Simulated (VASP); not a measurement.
# Si (Fd-3m) in VASP: settings compared

Si is run at these levels: LDA, PBEsol; tasks: single point, relaxation of cell and atoms.

All numbers are computed with VASP 6.6.1; they aren't measurements. Logs are shortened: lines on timing, memory, paths and dates and some standing lists are left out, and cuts for length are marked.

### Step 1. The cell of the first run

It takes space group Fd-3m (No. 227, cubic). The conventional cell has a = 5.402 Å, b = 5.402 Å, c = 5.402 Å, α = 90.00°, β = 90.00°, γ = 90.00°. Within 3.1 Å of Si (site symmetry -43m) lie 4 Si at 2.34 Å.

### Step 2. Single point, LDA

INCAR

```
SYSTEM = Si
PREC = Accurate
ENCUT = 520
EDIFF = 1E-6
ISMEAR = 0
SIGMA = 0.02
LREAL = .False.
LASPH = .True.
NELM = 60
ALGO = Normal
ISIF = 2
LWAVE = .False.
LCHARG = .True.
LELF = .True.
LVHAR = .True.
NBANDS = 11
```

KPOINTS

```
Automatic mesh
0
Gamma
  12 12 12
  0 0 0
```

POSCAR

```
Si
1.0
    0.0000000000      2.7009711426      2.7009711426
    2.7009711426      0.0000000000      2.7009711426
    2.7009711426      2.7009711426      0.0000000000
Si
2
Direct
    0.7500000000      0.7500000000      0.7500000000
    0.5000000000      0.5000000000      0.5000000000
```

Potentials or basis: VASP PAW LDA potentials, release 64 (Si).

Run with:

```sh
> cat potpaw_LDA.64/Si/POTCAR > POTCAR
> mpirun -np 1 vasp_std > vasp.out
```

OUTCAR:

```text
SYSTEM = Si
   PREC = Accurate
   ENCUT = 520
   EDIFF = 1E-6
   ISMEAR = 0
   LREAL = .False.
   LASPH = .True.
   NELM = 60
   ISIF = 2

 ion  position               nearest neighbor table
   1  0.750  0.750  0.750-   2 2.34   2 2.34   2 2.34   2 2.34
   2  0.500  0.500  0.500-   1 2.34   1 2.34   1 2.34   1 2.34

  LATTYP: Found a face centered cubic cell.
 ALAT       =     5.4019422852

  Lattice vectors:

 A1 = (   0.0000000000,   2.7009711426,   2.7009711426)
 A2 = (   2.7009711426,   0.0000000000,   2.7009711426)
 A3 = (   2.7009711426,   2.7009711426,   0.0000000000)

Analysis of symmetry for initial positions (statically):
=====================================================================
 Subroutine PRICEL returns:
 Original cell was already a primitive cell.

 Routine SETGRP: Setting up the symmetry group for a
 face centered cubic supercell.

 Subroutine GETGRP returns: Found 48 space group operations
 (whereof 24 operations were pure point group operations)
 out of a pool of 48 trial point group operations.

The static configuration has the point symmetry T_d .
 The point group associated with its full space group is O_h .

Analysis of symmetry for dynamics (positions and initial velocities):
=====================================================================
 Subroutine PRICEL returns:
 Original cell was already a primitive cell.

 Routine SETGRP: Setting up the symmetry group for a
 face centered cubic supercell.

 Subroutine GETGRP returns: Found 48 space group operations
 (whereof 24 operations were pure point group operations)
 out of a pool of 48 trial point group operations.

The dynamic configuration has the point symmetry T_d .
 The point group associated with its full space group is O_h .

 Subroutine INISYM returns: Found 48 space group operations
 (whereof 24 operations are pure point group operations),
 and found     1 'primitive' translations

----------------------------------------------------------------------------------------

                                     Primitive cell

  volume of cell :      39.4085

  direct lattice vectors                    reciprocal lattice vectors
     0.000000000  2.700971143  2.700971143    -0.185118601  0.185118601  0.185118601
     2.700971143  0.000000000  2.700971143     0.185118601 -0.185118601  0.185118601
     2.700971143  2.700971143  0.000000000     0.185118601  0.185118601 -0.185118601

  length of vectors
     3.819750021  3.819750021  3.819750021     0.320634823  0.320634823  0.320634823

  position of ions in fractional coordinates (direct lattice)
     0.750000000  0.750000000  0.750000000
     0.500000000  0.500000000  0.500000000

  ion indices of the primitive-cell ions
   primitive index   ion index
                 1           1
                 2           2

----------------------------------------------------------------------------------------

 KPOINTS: Automatic mesh

Automatic generation of k-mesh.
 Grid dimensions read from file:
 generate k-points for:   12   12   12

 Generating k-lattice:

  Cartesian coordinates                     Fractional coordinates (reciprocal lattice)
    -0.015426550  0.015426550  0.015426550     0.083333333  0.000000000  0.000000000
     0.015426550 -0.015426550  0.015426550     0.000000000  0.083333333  0.000000000
     0.015426550  0.015426550 -0.015426550     0.000000000  0.000000000  0.083333333

  Length of vectors
     0.026719569  0.026719569  0.026719569

  Shift w.r.t. Gamma in fractional coordinates (k-lattice)
     0.000000000  0.000000000  0.000000000

 Subroutine IBZKPT returns following result:
 ===========================================

 Found     72 irreducible k-points:

 Following reciprocal coordinates:
            Coordinates               Weight
  0.000000  0.000000  0.000000      1.000000
  0.083333  0.000000  0.000000      8.000000
  0.166667  0.000000  0.000000      8.000000
  0.250000  0.000000  0.000000      8.000000
  0.333333  0.000000  0.000000      8.000000
  0.416667  0.000000  0.000000      8.000000
[... 16 lines left out ...]
  0.500000  0.166667  0.000000     24.000000
 -0.416667  0.166667  0.000000     24.000000
 [... further k-points ...]
   k-points           NKPTS =     72   k-points in BZ     NKDIM =     72   number of bands    NBANDS=     11
   number of dos      NEDOS =    301   number of ions     NIONS =      2
   total plane-waves  NPLWV =  21952
   dimension x,y,z NGX =    28 NGY =   28 NGZ =   28
   dimension x,y,z NGXF=    56 NGYF=   56 NGZF=   56
   ions per type =               2
   NGX,Y,Z   is equivalent  to a cutoff of  12.19, 12.19, 12.19 a.u.
   NGXF,Y,Z  is equivalent  to a cutoff of  24.37, 24.37, 24.37 a.u.
 SYSTEM =  Si
   PREC   = accura    normal or accurate (medium, high low for compatibility)
   ISTART =      0    job   : 0-new  1-cont  2-samecut
   ICHARG =      2    charge: 1-file 2-atom 10-const
   ISPIN  =      1    spin polarized calculation?
   LNONCOLLINEAR =      F non collinear calculations
   LSORBIT =      F    spin-orbit coupling
   LASPH  =      T    aspherical Exc in radial PAW
   ENCUT  =  520.0 eV  38.22 Ry    6.18 a.u.   7.10  7.10  7.10*2*pi/ulx,y,z
   NELM   =     60;   NELMIN=  2; NELMDL= -5     # of ELM steps
   EDIFF  = 0.1E-05   stopping-criterion for ELM
   LREAL  =      F    real-space projection
   EDIFFG = 0.1E-04   stopping-criterion for IOM
   NSW    =      0    number of steps for IOM
   IBRION =     -1    ionic relax: 0-MD 1-quasi-New 2-CG
   NFREE  =      0    steps in history (QN), initial steepest desc. (CG)
   ISIF   =      2    stress and relaxation
   ISYM   =      2    0-nonsym 1-usesym 2-fastsym
   POTIM  = 0.5000    time-step for ionic-motion
   TEBEG  =    0.0;   TEEND  =   0.0 temperature during run
   PSTRESS=    0.0 pullay stress
   NELECT =       8.0000    total number of electrons
   NUPDOWN=      -1.0000    fix difference up-down
   EMIN   =  10.00;   EMAX   =-10.00  energy-range for DOS
   EFERMI =   0.00;   METHOD = LEGACY
   ISMEAR =     0;   SIGMA  =   0.02  broadening in eV -4-tet -1-fermi 0-gaus
   EFERMI_NEDOS =   21; number of points for ismear=-14 and -15
   IALGO  =     38    algorithm
   IMIX   =      4    mixing-type and parameters
     AMIX     =   0.40;   BMIX     =  1.00
     AMIX_MAG =   1.60;   BMIX_MAG =  1.00
  volume/ion in A,a.u.               =      19.70       132.97
  Fermi-wavevector in a.u.,A,eV,Ry     =   0.962147  1.818195 12.595285  0.925727
  Thomas-Fermi vector in A             =   2.091581
   LORBIT       =      0    0 simple, 1 ext, 2 COOP (PROOUT), +10 PAW based schemes
   GGA     = CA    functional components
   LHFCALC =     F    Hartree Fock is set to
   AEXX    =    0.0000 exact exchange contribution
   IVDW    =     0    specifies the selected vdW correction
   LEPSILON=     F    determine dielectric tensor
   LRPA    =     F    only Hartree local field effects (RPA)
 non-spin polarized calculation
 Gauss-broadening in eV      SIGMA  =   0.02
  energy-cutoff  :      520.00
  volume of cell :       39.41
 maximum number of plane-waves:      1074
   NGX = 15   NGY = 15   NGZ = 15

 number of electron       8.0000001 magnetization

 Free energy of the ion-electron system (eV)
  ---------------------------------------------------
  ext. energy  EPLUGINS =         0.00000000
  ---------------------------------------------------
  free energy    TOTEN  =       -11.91974442 eV

  energy without entropy =      -11.91974442  energy(sigma->0) =      -11.91974442

 E-fermi :   6.0934     XC(G=0):  -9.6658

 val. band max:        5.9331375200   @ k =   0.0000   0.0000   0.0000
 cond. band min:       6.3752299922   @ k =   0.4167   0.4167   0.0000
 fundamental gap:      0.4420924721
 Fermi energy:         6.0933861418

 k-point     1 :       0.0000    0.0000    0.0000
  band No.  band energies     occupation
      1      -6.1334      2.00000
      2       5.9331      2.00000
      3       5.9331      2.00000
      4       5.9331      2.00000
      5       8.4642      0.00000
      6       8.4642      0.00000
      7       8.4642      0.00000
      8       9.3254      0.00000
      9      13.6693      0.00000
     10      13.6693      0.00000
     11      13.6788      0.00000

 k-point     2 :       0.0833    0.0000    0.0000
  band No.  band energies     occupation
      1      -6.0411      2.00000
      2       5.0642      2.00000
      3       5.7866      2.00000
      4       5.7866      2.00000
      5       8.5101      0.00000
      6       8.6791      0.00000
      7       8.6791      0.00000
      8       9.9809      0.00000
      9      13.3829      0.00000
     10      13.3829      0.00000
     11      14.0779      0.00000

 k-point     3 :       0.1667    0.0000    0.0000
  band No.  band energies     occupation
      1      -5.7671      2.00000
      2       3.5254      2.00000
      3       5.4757      2.00000
      4       5.4757      2.00000
      5       8.2467      0.00000
      6       9.1191      0.00000
      7       9.1191      0.00000
      8      11.3901      0.00000
      9      12.9965      0.00000
     10      12.9965      0.00000
     11      14.8476      0.00000
[... 267 lines left out ...]
 k-point    23 :       0.5000    0.1667    0.0000
  band No.  band energies     occupation
      1      -3.5976      2.00000
      2      -0.7467      2.00000
      3       3.1069      2.00000
      4       4.1323      2.00000
      5       7.8888      0.00000
      6      10.0078      0.00000
      7      10.5201      0.00000
      8      12.3087      0.00000
      9      15.2528      0.00000
     10      16.4134      0.00000
     11      17.6683      0.00000

 k-point    24 :      -0.4167    0.1667    0.0000
  band No.  band energies     occupation
      1      -3.4789      2.00000
      2      -0.9115      2.00000
      3       2.8879      2.00000
      4       4.3205      2.00000
      5       8.0416      0.00000
      6       9.9521      0.00000
      7      10.2904      0.00000
      8      13.8668      0.00000
      9      14.4241      0.00000
     10      14.7072      0.00000
     11      17.0302      0.00000

 [... further k-points ...]

------------------------ aborting loop because EDIFF is reached ----------------------------------------

  FORCE on cell =-STRESS in cart. coord.  units (eV):
  Direction    XX          YY          ZZ          XY          YZ          ZX
  --------------------------------------------------------------------------------------
  -------------------------------------------------------------------------------------
  Total        0.0116989      0.0116989      0.0116989      0.0000000      0.0000000      0.0000000
  in kB        0.4756267      0.4756267      0.4756267      0.0000000      0.0000000      0.0000000
  external PRESSURE =       0.4756267 kB  Pullay stress =       0.0000000 kB

 VOLUME and BASIS-vectors are now :
 -----------------------------------------------------------------------------
  energy-cutoff  :      520.00
  volume of cell :       39.41
      direct lattice vectors                 reciprocal lattice vectors
     0.000000000  2.700971143  2.700971143    -0.185118601  0.185118601  0.185118601
     2.700971143  0.000000000  2.700971143     0.185118601 -0.185118601  0.185118601
     2.700971143  2.700971143  0.000000000     0.185118601  0.185118601 -0.185118601

 POSITION                                       TOTAL-FORCE (eV/Angst)
 -----------------------------------------------------------------------------------
      4.05146      4.05146      4.05146         0.000000      0.000000      0.000000
      2.70097      2.70097      2.70097        -0.000000     -0.000000     -0.000000
 -----------------------------------------------------------------------------------
    total drift:                                0.000000      0.000000     -0.000000

  FREE ENERGIE OF THE ION-ELECTRON SYSTEM (eV)
  ---------------------------------------------------
  free  energy   TOTEN  =       -11.9197444165 eV

  energy  without entropy=      -11.9197444165  energy(sigma->0) =      -11.91974442
```

It took 16 s on 1 thread of AMD EPYC 7R43 (Zen 3), shared host; peak memory 0.11 GiB.

Results:

- Free energy: -11.9197 eV
- Pressure: 0.0 GPa
- Band gap on the k mesh: 0.44 eV, indirect (least direct gap 2.53 eV)

### Step 3. Single point, PBEsol

This run uses another cell than the first one, of 20.05 Å³/atom, 1.018 times its volume.

INCAR

```
ALGO = Normal
EDIFF = 1E-7
ENCUT = 520
GGA = PS
ISIF = 2
ISMEAR = 0
LASPH = True
LCHARG = False
LREAL = False
LWAVE = False
NBANDS = 11
NELM = 100
PREC = Accurate
SIGMA = 0.02
```

KPOINTS

```
k-points
0
Gamma
  12 12 12
```

POSCAR

```
Si
1.0
    0.0000000000      2.7166644198      2.7166644198
    2.7166644198      0.0000000000      2.7166644198
    2.7166644198      2.7166644198      0.0000000000
Si
2
Direct
    0.7500000000      0.7500000000      0.7500000000
    0.5000000000      0.5000000000      0.5000000000
```

Potentials or basis: VASP PAW PBE potentials, release 64 (Si).

Run with:

```sh
> cat potpaw_PBE.64/Si/POTCAR > POTCAR
> mpirun -np 1 vasp_std > vasp.out
```

Run time: 22 s. Hardware: 1 thread of AMD EPYC 7R43 (Zen 3), shared host; peak memory 0.13 GiB.

The run converged. Its results:

```yaml
Free_energy: -11.4932 eV
Pressure: 0.1 GPa
Band_gap_on_the_k_mesh: 0.46 eV, indirect (least direct gap 2.52 eV)
```

Levels at points of the mesh, in eV from the valence-band top:
```
           k point  band 2  band 3  band 4  band 5  band 6  band 7
(0.00, 0.00, 0.00)    0.00    0.00    0.00    2.52    2.52    2.52
(0.50, 0.00, 0.00)   -7.01   -1.20   -1.20    1.46    3.27    3.27
(0.50, 0.50, 0.00)   -7.82   -2.87   -2.87    0.59    0.59   10.05
```

Caveat: the PAW data sets were made with another functional, which shifts forces and pressure a little.

### Step 4. Relaxation of cell and atoms, LDA

INCAR

```
  ALGO = Normal
  EDIFF = 1E-6
  EDIFFG = -0.005
  ENCUT = 600
  GGA = CA
  IBRION = 2
  ISIF = 3
  ISMEAR = 0
  LASPH = T
  LCHARG = F
  LREAL = F
  LWAVE = F
  NELM = 60
  NSW = 100
  PREC = Accurate
  SIGMA = 0.02
```

KPOINTS is that of step 3.

POSCAR

```
Si
1.0
    0.0000000000      2.7009711426      2.7009711426
    2.7009711426      0.0000000000      2.7009711426
    2.7009711426      2.7009711426      0.0000000000
Si
2
Direct
    0.7500000000      0.7500000000      0.7500000000
    0.5000000000      0.5000000000      0.5000000000
```

Potentials or basis: VASP PAW LDA potentials, release 64 (Si).

Run with:

```sh
> cat potpaw_LDA.64/Si/POTCAR > POTCAR
> mpirun -np 1 vasp_std > vasp.out
```

It took 23 s on 1 thread of AMD EPYC 7R43 (Zen 3), shared host; peak memory 0.12 GiB.

The run converged. Its results:

```
Free energy                            : -11.9199 eV
Relaxed volume                         : 19.72 Å³/atom
Relaxed cell                           : a = 3.820 Å, b = 3.820 Å, c = 3.820 Å, α = 60.00°, β = 60.00°, γ = 60.00°
Space group after relaxing (to 0.05 Å) : Fd-3m (No. 227)
Energy gained by relaxing              : 0.0 meV/atom
Ionic steps                            : 3
Pressure after relaxing                : 0.0 GPa
Band gap on the k mesh                 : 0.44 eV, indirect (least direct gap 2.53 eV)
```

Final structure:
```
Si
1.0
     0.00000    2.70148    2.70148
     2.70148    0.00000    2.70148
     2.70148    2.70148    0.00000
Si
2
Direct
  0.75000 0.75000 0.75000
  0.50000 0.50000 0.50000
```

Levels at points of the mesh, in eV from the valence-band top:
| k point | band 1 | band 2 | band 3 | band 4 | band 5 | band 6 | band 7 | band 8 |
| --- | --- | --- | --- | --- | --- | --- | --- | --- |
| (0.00, 0.00, 0.00) | -12.06 | 0.00 | 0.00 | 0.00 | 2.53 | 2.53 | 2.53 | 3.39 |
| (0.50, 0.00, 0.00) | -9.69 | -7.06 | -1.21 | -1.21 | 1.48 | 3.29 | 3.29 | 7.54 |
| (0.50, 0.50, 0.00) | -7.86 | -7.86 | -2.89 | -2.89 | 0.57 | 0.57 | 10.11 | 10.11 |

[end of part 1 of 2]
